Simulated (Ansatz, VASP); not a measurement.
# Na: VASP beside Ansatz

```
CELL_PARAMETERS angstrom
-2.13152 2.13152 2.13152
2.13152 -2.13152 2.13152
2.13152 2.13152 -2.13152
ATOMIC_POSITIONS crystal
Na 0.00000 0.00000 0.00000
```

Change from the starting cell: volume scaled by 1.02, crystal datasets.

Alike in both runs: task electric field gradients; functional PBEsol; k mesh 11 × 11 × 11; occupations fermi-dirac, width 0.03 eV; no spin polarisation.

|  | VASP | Ansatz |
| --- | --- | --- |
| version | VASP 6.6.1 | Ansatz 0.2.0 |
| potentials or method | VASP PAW PBE potentials, release 64 (Na_pv), cutoff 520 eV | all-electron PAW with datasets made for the crystal, scalar-relativistic |

|  | VASP | Ansatz | Ansatz less VASP |
| --- | --- | --- | --- |
| pressure (GPa) | -0.5 | -0.5 | 0.00 |

VASP's potentials were made for PBE, not for PBEsol. Ansatz ran all-electron here, and VASP with PAW potentials.
